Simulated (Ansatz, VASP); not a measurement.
Two plane-wave programs on BiTe

```xyz
4
Lattice="5.6167 0.0000 0.0000 0.0000 5.6167 0.0000 0.0000 0.0000 4.1574" Properties=species:S:1:pos:R:3 pbc="T T T"
Bi    2.8084    0.0000    1.4526
Bi    0.0000    2.8084    2.7248
Te    0.0000    0.0000    0.0000
Te    2.8084    2.8084    0.0000
```

Alike in both runs: task single point; functional PBE; k mesh 6 × 6 × 8; occupations gaussian, width 0.05 eV; no spin polarisation.

```csv
,VASP,Ansatz
version,VASP 6.6.1,Ansatz 0.2.0
potentials or method,"VASP PAW PBE potentials, release 64 (Bi_d, Te), cutoff 520 eV","scalar-relativistic, plane waves, PAW"
valence electrons in the cell,42,62
```

|  | VASP | Ansatz | Ansatz less VASP |
| --- | --- | --- | --- |
| gap on the k mesh at the Fermi level (eV) | none | none | - |
| pressure (GPa) | 0.1 | 0.1 | +0.05 |
| rms of the force components (eV/Å) | 0.014 | 0.014 | -0.0003 |

Atom by atom the forces differ by 0.000 eV/Å (rms over components). A gap of «none» marks a metal or a gap that the smearing closes. VASP's potentials hold 42 valence electrons a cell and Ansatz's 62, so a difference there can come from the potentials and not from the codes.

Neither program's run includes spin-orbit coupling.
